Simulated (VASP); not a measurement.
Wanted: the native input for a VASP 6.6.1 run.

- Task: single point
- Functional: PBE
- Potentials or basis: VASP PAW PBE potentials, release 64 (W_sv, Sb)
- Cutoff: 520 eV
- k mesh: 10 × 10 × 10
- Occupations: fermi-dirac, width 0.08 eV
- Spin: no spin polarisation
- Dipole correction: no
- k mesh for the DOS: 15 × 15 × 15
- Occupations for the DOS: tetrahedron
- Further INCAR settings: ALGO = Normal; EDIFF = 1e-06; NBANDS = 19

The system is Sb2W (fluorite type).

```
CELL_PARAMETERS angstrom
0.00000 3.31158 3.31158
3.31158 0.00000 3.31158
3.31158 3.31158 0.00000
ATOMIC_POSITIONS crystal
W 0.00000 0.00000 0.00000
Sb 0.25000 0.25000 0.25000
Sb 0.75000 0.75000 0.75000
```

One way to write it, as run:

POSCAR

```
Sb2W
1.0
    0.0000000000      3.3115767038      3.3115767038
    3.3115767038      0.0000000000      3.3115767038
    3.3115767038      3.3115767038      0.0000000000
W Sb
1 2
Direct
    0.0000000000      0.0000000000      0.0000000000
    0.2500000000      0.2500000000      0.2500000000
    0.7500000000      0.7500000000      0.7500000000
```

INCAR.step1

```
PREC = Accurate
ENCUT = 520
EDIFF = 1E-6
ISMEAR = -1
SIGMA = 0.08
LREAL = False
LASPH = True
NELM = 100
ALGO = Normal
ISIF = 2
LWAVE = False
LCHARG = True
LMAXMIX = 4
GGA = PE
NBANDS = 19
```

KPOINTS.step1

```
regular mesh
0
Gamma
  10 10 10
```

INCAR.step2

```
PREC = Accurate
ENCUT = 520
EDIFF = 1E-6
ISMEAR = -5
SIGMA = 0.08
LREAL = False
LASPH = True
NELM = 100
ALGO = Normal
ISIF = 2
LWAVE = False
LCHARG = False
LMAXMIX = 4
GGA = PE
LORBIT = 11
NBANDS = 19
NEDOS = 2001
ICHARG = 11
```

KPOINTS.step2

```
regular mesh
0
Gamma
  15 15 15
```

Potentials or basis: VASP PAW PBE potentials, release 64 (W_sv, Sb).

Command:

```console
$ cat potpaw_PBE.64/W_sv/POTCAR potpaw_PBE.64/Sb/POTCAR > POTCAR
$ cp INCAR.step1 INCAR
$ cp KPOINTS.step1 KPOINTS
$ mpirun -np 1 vasp_std > vasp.out
$ cp INCAR.step2 INCAR
$ cp KPOINTS.step2 KPOINTS
$ mpirun -np 1 vasp_std > vasp.out
```

Results of the run:

```json
{"Valence electrons inside the program's atomic spheres": "W 11.96; Sb 2.42"}
```

Run time: 100 s on 1 thread of Intel(R) Xeon(R) Platinum 8488C (Sapphire Rapids) (shared host), peak memory 0.3 GiB.
